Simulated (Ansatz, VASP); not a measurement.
**InSb: VASP beside Ansatz**

Contents of INCAR:

```
SYSTEM = InSb
PREC = Accurate ; ENCUT = 520
EDIFF = 1E-7 ; ISMEAR = -1
SIGMA = 0.02 ; LREAL = .False.
LASPH = .True. ; NELM = 80
ALGO = Normal ; ISIF = 2
LWAVE = .False. ; LCHARG = .True.
GGA = PE ; LELF = .True.
LVHAR = .True. ; NBANDS = 16
```

Contents of KPOINTS:

```
Automatic mesh
0
Gamma
  6 6 6
  0 0 0
```

The input POSCAR:

```
InSb
1.0
    0.0000000000      3.2852351341      3.2852351341
    3.2852351341      0.0000000000      3.2852351341
    3.2852351341      3.2852351341      0.0000000000
In Sb
1 1
Direct
    0.0000000000      0.0000000000      0.0000000000
    0.2500000000      0.2500000000      0.2500000000
```

Input for Ansatz:

```yaml
crystal:
  lattice:
    - [0.0, 3.2852351341, 3.2852351341]
    - [3.2852351341, 0.0, 3.2852351341]
    - [3.2852351341, 3.2852351341, 0.0]
  atoms:
    - { symbol: In, position: [0.0, 0.0, 0.0] }
    - { symbol: Sb, position: [0.25, 0.25, 0.25] }
kpoints:
  mp_grid: { grid: [6, 6, 6] }
hamiltonian:
  xc: pbe
scf:
  occupations: { method: fermi_dirac, width: 0.02 }
  n_extra_bands: 4
output:
  forces: true
  stress: true
  eigenvalues: true
```

Alike in both runs: task single point; functional PBE; k mesh 6 × 6 × 6; occupations fermi-dirac, width 0.02 eV; no spin polarisation.

|  | VASP | Ansatz |
| --- | --- | --- |
| version | VASP 6.6.1 | Ansatz 0.2.0 |
| potentials or method | VASP PAW PBE potentials, release 64 (In_d, Sb) | plane waves, PAW |
| plane-wave cutoff (eV) | 520 | 420 |
| valence electrons in the cell | 18 | 28 |

```tsv
	VASP	Ansatz	Ansatz less VASP
pressure (GPa)	1.2	1.2	+0.02
```

With one functional, cell and mesh, what is left measures potentials, basis and numerics. VASP's potentials hold 18 valence electrons a cell and Ansatz's 28, so a difference there can come from the potentials and not from the codes.

Spin-orbit coupling is off throughout.
